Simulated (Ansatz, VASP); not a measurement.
LiBr: VASP beside Ansatz

Contents of POSCAR:

```
LiBr
1.0
    0.0000000000      2.7395650468      2.7395650468
    2.8080541729      0.0000000000      2.7395650468
    2.8080541729      2.7395650468      0.0000000000
Li Br
1 1
Direct
    0.0000000000      0.0000000000      0.0000000000
    0.5000000000      0.5000000000      0.5000000000
```

File INCAR.step1:

```
PREC = Accurate ; ENCUT = 650
EDIFF = 1E-5 ; ISMEAR = 0
SIGMA = 0.01 ; LREAL = F
LASPH = T ; NELM = 120
ALGO = Normal ; ISIF = 2
LWAVE = T ; LCHARG = F
NBANDS = 12 ; GGA = PE
GGA_COMPAT = F
```

The input INCAR.step2:

```
PREC = Accurate ; ENCUT = 650
EDIFF = 1E-6 ; ISMEAR = 0
SIGMA = 0.01 ; LREAL = F
LASPH = T ; NELM = 120
ALGO = Normal ; ISIF = 2
LWAVE = F ; LCHARG = F
GGA = PE ; LHFCALC = T
HFSCREEN = 0.2079 ; PRECFOCK = Normal
NBANDS = 12 ; ISTART = 1
GGA_COMPAT = F
```

The input KPOINTS:

```
regular mesh
0
Gamma
  6 6 6
```

Input for Ansatz:

```yaml
crystal:
  lattice:
    - [0.0, 2.7395650468, 2.7395650468]
    - [2.8080541729, 0.0, 2.7395650468]
    - [2.8080541729, 2.7395650468, 0.0]
  atoms:
    - { symbol: Li, position: [0.0, 0.0, 0.0] }
    - { symbol: Br, position: [0.5, 0.5, 0.5] }
kpoints:
  mp_grid: { grid: [6, 6, 6] }
  band_path:
    path:
      - [0.0, 0.0, 0.0]
      - [0.5, 0.0, 0.5]
      - [0.625, 0.25, 0.625]
      - [0.375, 0.375, 0.75]
      - [0.5, 0.5, 0.5]
      - [0.5, 0.25, 0.75]
    npoints: 1
hamiltonian:
  xc: hse06
scf:
  occupations: { method: fixed }
  n_extra_bands: 4
output:
  forces: true
  stress: true
  eigenvalues: true
```

Change from the starting cell: uniaxial_x strain +2.5%.

Alike in both runs: task single point; functional HSE06; k mesh 6 × 6 × 6; no spin polarisation.

|  | VASP | Ansatz |
| --- | --- | --- |
| version | VASP 6.6.1 | Ansatz 0.2.0 |
| potentials or method | VASP PAW PBE potentials, release 64 (Li_sv, Br) | plane waves, PAW |
| plane-wave cutoff (eV) | 650 | 420 |
| occupations | gaussian, width 0.01 eV | fixed |
| valence electrons in the cell | 10 | 10 |

```tsv
	VASP	Ansatz	Ansatz less VASP
gap on the k mesh at the Fermi level (eV)	6.05	6.05	+0.005
pressure (GPa)	-0.8	-0.7	+0.12
traceless stress, the component that is largest in VASP (GPa)	-0.35	-0.35	-0.001
```

Ansatz's warnings: stress exchange threshold loose, stress scf threshold loose.
